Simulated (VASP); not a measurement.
# Au (P6_3/mmc) in VASP: further runs

Au is run at these levels: RPBE; tasks: single point.

All numbers are computed with VASP 6.6.1; they aren't measurements. Logs are shortened: lines on timing, memory, paths and dates and some standing lists are left out, and cuts for length are marked.

## (1) The cell of the first run

Symmetry: P6_3/mmc, No. 194, hexagonal system. The conventional cell has a = 3.022 Å, b = 3.022 Å, c = 10.118 Å, α = 90.00°, β = 90.00°, γ = 120.00°. Within 4.0 Å of Au (site symmetry -3m) lie 12 Au at 3.02 to 3.07 Å. Au (site symmetry -6m2) has 12 Au at 3.02 to 3.07 Å within 4.0 Å.

## (2) Single point, RPBE (volume scaled by 1.08)

INCAR

```
SYSTEM = Au
ALGO = Normal
EDIFF = 1E-7
ENCUT = 520
GGA = RP
ISIF = 2
ISMEAR = -1
LASPH = .TRUE.
LCHARG = .FALSE.
LREAL = .FALSE.
LWAVE = .FALSE.
NBANDS = 30
NELM = 60
PREC = Accurate
SIGMA = 0.1
```

KPOINTS

```
k-points
0
G
  14 14 4
  0 0 0
```

POSCAR

```
Au
1.0
    3.0217529918      0.0000000000      0.0000000000
   -1.5108764959      2.6169148549      0.0000000000
    0.0000000000      0.0000000000     10.1176116362
Au
4
Direct
    0.0000000000      0.0000000000      0.0000000000
    0.0000000000      0.0000000000      0.5000000000
    0.3333333333      0.6666666667      0.2500000000
    0.6666666667      0.3333333333      0.7500000000
```

Potentials or basis: VASP PAW PBE potentials, release 64 (Au).

Launch:

```bash
$ cat potpaw_PBE.64/Au/POTCAR > POTCAR
$ mpirun -np 1 vasp_std > vasp.out
```

OUTCAR:

```text
SYSTEM = Au
   EDIFF = 1E-7
   ENCUT = 520
   GGA = RP
   ISIF = 2
   ISMEAR = -1
   LASPH = .TRUE.
   LREAL = .FALSE.
   NELM = 60
   PREC = Accurate

 ion  position               nearest neighbor table
   1  0.000  0.000  0.000-   3 3.07   4 3.07   4 3.07   3 3.07   4 3.07   3 3.07
   2  0.000  0.000  0.500-   3 3.07   4 3.07   4 3.07   3 3.07   4 3.07   3 3.07
   3  0.333  0.667  0.250-   1 3.07   2 3.07   1 3.07   2 3.07   1 3.07   2 3.07
   4  0.667  0.333  0.750-   1 3.07   2 3.07   1 3.07   2 3.07   1 3.07   2 3.07

  LATTYP: Found a hexagonal cell.
 ALAT       =     3.0217529918
 C/A-ratio  =     3.3482589952

  Lattice vectors:

 A1 = (   3.0217529918,   0.0000000000,   0.0000000000)
 A2 = (  -1.5108764959,   2.6169148549,   0.0000000000)
 A3 = (   0.0000000000,   0.0000000000,  10.1176116362)

Analysis of symmetry for initial positions (statically):
=====================================================================
 Subroutine PRICEL returns:
 Original cell was already a primitive cell.

 Routine SETGRP: Setting up the symmetry group for a
 hexagonal supercell.

 Subroutine GETGRP returns: Found 24 space group operations
 (whereof 12 operations were pure point group operations)
 out of a pool of 24 trial point group operations.

The static configuration has the point symmetry D_3d.
 The point group associated with its full space group is D_6h.

Analysis of symmetry for dynamics (positions and initial velocities):
=====================================================================
 Subroutine PRICEL returns:
 Original cell was already a primitive cell.

 Routine SETGRP: Setting up the symmetry group for a
 hexagonal supercell.

 Subroutine GETGRP returns: Found 24 space group operations
 (whereof 12 operations were pure point group operations)
 out of a pool of 24 trial point group operations.

The dynamic configuration has the point symmetry D_3d.
 The point group associated with its full space group is D_6h.

 Subroutine INISYM returns: Found 24 space group operations
 (whereof 12 operations are pure point group operations),
 and found     1 'primitive' translations

----------------------------------------------------------------------------------------

                                     Primitive cell

  volume of cell :      80.0067

  direct lattice vectors                    reciprocal lattice vectors
     3.021752992  0.000000000  0.000000000     0.330933734  0.191064680  0.000000000
    -1.510876496  2.616914855  0.000000000     0.000000000  0.382129361  0.000000000
     0.000000000  0.000000000 10.117611636     0.000000000  0.000000000  0.098837555

  length of vectors
     3.021752992  3.021752992 10.117611636     0.382129361  0.382129361  0.098837555

  position of ions in fractional coordinates (direct lattice)
     0.000000000  0.000000000  0.000000000
     0.000000000  0.000000000  0.500000000
     0.333333333  0.666666667  0.250000000
     0.666666667  0.333333333  0.750000000

  ion indices of the primitive-cell ions
   primitive index   ion index
                 1           1
                 2           2
                 3           3
                 4           4

----------------------------------------------------------------------------------------

 KPOINTS: k-points

Automatic generation of k-mesh.
 Grid dimensions read from file:
 generate k-points for:   14   14    4

 Generating k-lattice:

  Cartesian coordinates                     Fractional coordinates (reciprocal lattice)
     0.023638124  0.013647477  0.000000000     0.071428571  0.000000000  0.000000000
     0.000000000  0.027294954  0.000000000     0.000000000  0.071428571  0.000000000
     0.000000000  0.000000000  0.024709389     0.000000000  0.000000000  0.250000000

  Length of vectors
     0.027294954  0.027294954  0.024709389

  Shift w.r.t. Gamma in fractional coordinates (k-lattice)
     0.000000000  0.000000000  0.000000000

 Subroutine IBZKPT returns following result:
 ===========================================

 Found     72 irreducible k-points:

 Following reciprocal coordinates:
            Coordinates               Weight
  0.000000  0.000000  0.000000      1.000000
  0.071429  0.000000  0.000000      6.000000
  0.142857  0.000000  0.000000      6.000000
  0.214286  0.000000  0.000000      6.000000
  0.285714 -0.000000  0.000000      6.000000
  0.357143  0.000000  0.000000      6.000000
[... 16 lines left out ...]
  0.285714  0.285714  0.000000      6.000000
  0.357143  0.285714  0.000000      6.000000
 [... further k-points ...]
   k-points           NKPTS =     72   k-points in BZ     NKDIM =     72   number of bands    NBANDS=     30
   number of dos      NEDOS =    301   number of ions     NIONS =      4
   total plane-waves  NPLWV =  46080
   dimension x,y,z NGX =    24 NGY =   24 NGZ =   80
   dimension x,y,z NGXF=    48 NGYF=   48 NGZF=  160
   ions per type =               4
   NGX,Y,Z   is equivalent  to a cutoff of  13.20, 13.20, 13.15 a.u.
   NGXF,Y,Z  is equivalent  to a cutoff of  26.41, 26.41, 26.29 a.u.
 SYSTEM =  Au
   PREC   = accura    normal or accurate (medium, high low for compatibility)
   ISTART =      0    job   : 0-new  1-cont  2-samecut
   ICHARG =      2    charge: 1-file 2-atom 10-const
   ISPIN  =      1    spin polarized calculation?
   LNONCOLLINEAR =      F non collinear calculations
   LSORBIT =      F    spin-orbit coupling
   LASPH  =      T    aspherical Exc in radial PAW
   ENCUT  =  520.0 eV  38.22 Ry    6.18 a.u.   5.62  5.62 18.81*2*pi/ulx,y,z
   NELM   =     60;   NELMIN=  2; NELMDL= -5     # of ELM steps
   EDIFF  = 0.1E-06   stopping-criterion for ELM
   LREAL  =      F    real-space projection
   EDIFFG = 0.1E-05   stopping-criterion for IOM
   NSW    =      0    number of steps for IOM
   IBRION =     -1    ionic relax: 0-MD 1-quasi-New 2-CG
   NFREE  =      0    steps in history (QN), initial steepest desc. (CG)
   ISIF   =      2    stress and relaxation
   ISYM   =      2    0-nonsym 1-usesym 2-fastsym
   POTIM  = 0.5000    time-step for ionic-motion
   TEBEG  =    0.0;   TEEND  =   0.0 temperature during run
   PSTRESS=    0.0 pullay stress
   NELECT =      44.0000    total number of electrons
   NUPDOWN=      -1.0000    fix difference up-down
   EMIN   =  10.00;   EMAX   =-10.00  energy-range for DOS
   EFERMI =   0.00;   METHOD = LEGACY
   ISMEAR =    -1;   SIGMA  =   0.10  broadening in eV -4-tet -1-fermi 0-gaus
   EFERMI_NEDOS =   21; number of points for ismear=-14 and -15
   IALGO  =     38    algorithm
   IMIX   =      4    mixing-type and parameters
     AMIX     =   0.40;   BMIX     =  1.00
     AMIX_MAG =   1.60;   BMIX_MAG =  1.00
  volume/ion in A,a.u.               =      20.00       134.98
  Fermi-wavevector in a.u.,A,eV,Ry     =   1.341272  2.534637 24.477026  1.799011
  Thomas-Fermi vector in A             =   2.469519
   LORBIT       =      0    0 simple, 1 ext, 2 COOP (PROOUT), +10 PAW based schemes
   GGA     = RP    functional components
   LHFCALC =     F    Hartree Fock is set to
   AEXX    =    0.0000 exact exchange contribution
   IVDW    =     0    specifies the selected vdW correction
   LEPSILON=     F    determine dielectric tensor
   LRPA    =     F    only Hartree local field effects (RPA)
 non-spin polarized calculation
  energy-cutoff  :      520.00
  volume of cell :       80.01
 maximum number of plane-waves:      2188
 NGX is ok and might be reduce to    24
   NGX = 11   NGY = 11   NGZ = 37

 number of electron      44.0000015 magnetization

 Free energy of the ion-electron system (eV)
  ---------------------------------------------------
  ext. energy  EPLUGINS =         0.00000000
  ---------------------------------------------------
  free energy    TOTEN  =       -10.39989321 eV

  energy without entropy =      -10.35352973  energy(sigma->0) =      -10.37671147

 E-fermi :   7.1294     XC(G=0): -11.6678

 val. band max:        7.1089375676   @ k =   0.4286   0.0714   0.2500
 cond. band min:       7.1530894086   @ k =   0.2143   0.0714   0.5000
 fundamental gap:      0.0441518410
 Fermi energy:         7.1293531163

 k-point     1 :       0.0000    0.0000    0.0000
  band No.  band energies     occupation
      1      -1.0992      2.00000
      2       0.3995      2.00000
      3       0.4006      2.00000
      4       1.1017      2.00000
      5       3.1000      2.00000
      6       3.1379      2.00000
[... 22 lines left out ...]
     29      21.5970      0.00000
     30      22.5001      0.00000

 k-point     2 :       0.0714    0.0000    0.0000
  band No.  band energies     occupation
      1      -0.9588      2.00000
      2       0.5329      2.00000
      3       0.5339      2.00000
      4       1.2135      2.00000
      5       2.9958      2.00000
      6       3.0710      2.00000
[... 22 lines left out ...]
     29      21.6819      0.00000
     30      22.1855      0.00000

 k-point     3 :       0.1429    0.0000    0.0000
  band No.  band energies     occupation
      1      -0.5518      2.00000
      2       0.9002      2.00000
      3       0.9012      2.00000
      4       1.5133      2.00000
      5       2.7529      2.00000
      6       2.8947      2.00000
[... 22 lines left out ...]
     29      21.0118      0.00000
     30      21.0262      0.00000

 k-point     4 :       0.2143    0.0000    0.0000
  band No.  band energies     occupation
      1       0.0680      2.00000
      2       1.3509      2.00000
      3       1.3518      2.00000
      4       1.8513      2.00000
      5       2.5525      2.00000
      6       2.6878      2.00000
[... 22 lines left out ...]
     29      19.0534      0.00000
     30      19.1175      0.00000

 k-point     5 :       0.2857   -0.0000    0.0000
  band No.  band energies     occupation
      1       0.7544      2.00000
      2       1.5669      2.00000
      3       1.5942      2.00000
      4       1.9388      2.00000
      5       2.4354      2.00000
      6       2.4687      2.00000
[... 22 lines left out ...]
     29      18.2977      0.00000
     30      18.6753      0.00000
[... 526 lines left out ...]
     29      13.9520      0.00000
     30      15.3563      0.00000

 k-point    22 :       0.3571    0.2143    0.0000
  band No.  band energies     occupation
      1       1.8501      2.00000
      2       1.8725      2.00000
      3       2.2126      2.00000
      4       2.4688      2.00000
      5       2.5991      2.00000
      6       2.6427      2.00000
[... 22 lines left out ...]
     29      14.7456      0.00000
     30      15.0314      0.00000

 k-point    23 :       0.2857    0.2857    0.0000
  band No.  band energies     occupation
      1       2.0891      2.00000
      2       2.0917      2.00000
      3       2.2706      2.00000
      4       2.3708      2.00000
      5       2.6425      2.00000
      6       2.6491      2.00000
[... 22 lines left out ...]
     29      13.6079      0.00000
     30      13.6938      0.00000

 k-point    24 :       0.3571    0.2857    0.0000
  band No.  band energies     occupation
      1       2.1265      2.00000
      2       2.1714      2.00000
      3       2.4259      2.00000
      4       2.4368      2.00000
      5       2.4816      2.00000
      6       2.5404      2.00000
[... 22 lines left out ...]
     29      13.1450      0.00000
     30      15.2827      0.00000

 [... further k-points ...]
[... 5 lines left out ...]
  --------------------------------------------------------------------------------------
  -------------------------------------------------------------------------------------
  Total       -3.6013384     -3.6013384     -3.7036759      0.0000000      0.0000000      0.0000000
  in kB      -72.1187109    -72.1187109    -74.1680734      0.0000000      0.0000000      0.0000000
  external PRESSURE =     -72.8018317 kB  Pullay stress =       0.0000000 kB

 VOLUME and BASIS-vectors are now :
 -----------------------------------------------------------------------------
  energy-cutoff  :      520.00
  volume of cell :       80.01
      direct lattice vectors                 reciprocal lattice vectors
     3.021752992  0.000000000  0.000000000     0.330933734  0.191064680  0.000000000
    -1.510876496  2.616914855  0.000000000     0.000000000  0.382129361  0.000000000
     0.000000000  0.000000000 10.117611636     0.000000000  0.000000000  0.098837555

 POSITION                                       TOTAL-FORCE (eV/Angst)
 -----------------------------------------------------------------------------------
      0.00000      0.00000      0.00000         0.000000      0.000000     -0.000000
      0.00000      0.00000      5.05881         0.000000      0.000000     -0.000000
     -0.00000      1.74461      2.52940         0.000000      0.000000     -0.000000
      1.51088      0.87230      7.58821        -0.000000     -0.000000      0.000000
 -----------------------------------------------------------------------------------
    total drift:                               -0.000000      0.000000     -0.000000

  FREE ENERGIE OF THE ION-ELECTRON SYSTEM (eV)
  ---------------------------------------------------
  free  energy   TOTEN  =       -10.3998932105 eV

  energy  without entropy=      -10.3535297264  energy(sigma->0) =      -10.37671147
```

Run time: 65 s. Hardware: 1 thread of Intel Xeon 6975P-C (Granite Rapids), shared host; peak memory 0.27 GiB.

What came out:

* Free energy: -10.3999 eV
* Pressure: -7.3 GPa
* Band gap on the k mesh: zero (band 22 reaches 9.35 eV, above the bottom of band 23 at 4.99 eV)

Caveat: the PAW data sets were made with another functional, which shifts forces and pressure a little; spin-orbit coupling is left out, which moves the levels of the heavy elements.

## (3) Single point, RPBE (volume scaled by 1.12)

INCAR

```
PREC = Accurate
ENCUT = 520
EDIFF = 1E-7
ISMEAR = -1
SIGMA = 0.1
LREAL = False
LASPH = True
NELM = 60
ALGO = Normal
ISIF = 2
LWAVE = False
LCHARG = False
GGA = RP
NBANDS = 30
```

KPOINTS

```
Automatic mesh
0
Gamma
  14 14 4
```

POSCAR

```
Au
1.0
    3.0586072702      0.0000000000      0.0000000000
   -1.5293036351      2.6488315962      0.0000000000
    0.0000000000      0.0000000000     10.2410093054
Au
4
Direct
    0.0000000000      0.0000000000      0.0000000000
    0.0000000000      0.0000000000      0.5000000000
    0.3333333333      0.6666666667      0.2500000000
    0.6666666667      0.3333333333      0.7500000000
```

Potentials or basis: VASP PAW PBE potentials, release 64 (Au).

Launch:

```bash
$ cat potpaw_PBE.64/Au/POTCAR > POTCAR
$ mpirun -np 1 vasp_std > vasp.out
```

Wall time 68 s (1 thread of Intel Xeon 6975P-C (Granite Rapids), shared host); peak memory 0.28 GiB.

Results (log left out):

```
Free energy            : -10.2452 eV
Pressure               : -9.6 GPa
Band gap on the k mesh : zero (band 22 reaches 8.77 eV, above the bottom of band 23 at 4.54 eV)
```

Levels at points of the mesh, in eV from the Fermi level:
| k point | band 18 | band 19 | band 20 | band 21 | band 22 | band 23 | band 24 | band 25 | band 26 | band 27 |
| --- | --- | --- | --- | --- | --- | --- | --- | --- | --- | --- |
| (0.00, 0.00, 0.00) | -2.53 | -2.53 | -2.34 | -2.34 | -1.94 | -1.94 | -0.19 | 1.89 | 9.45 | 9.47 |
| (0.50, 0.00, 0.00) | -1.70 | -1.70 | -1.67 | 0.18 | 0.93 | 0.93 | 1.26 | 2.78 | 3.05 | 5.47 |
| (0.00, 0.00, 0.50) | -2.72 | -2.38 | -2.38 | -2.10 | -2.10 | -2.10 | -2.10 | 5.00 | 5.00 | 13.61 |
| (0.50, 0.00, 0.50) | -1.78 | -1.68 | -1.68 | 0.51 | 0.51 | 1.18 | 1.18 | 3.59 | 3.59 | 4.57 |

Caveat: the PAW data sets were made with another functional, which shifts forces and pressure a little; spin-orbit coupling is left out, which moves the levels of the heavy elements.
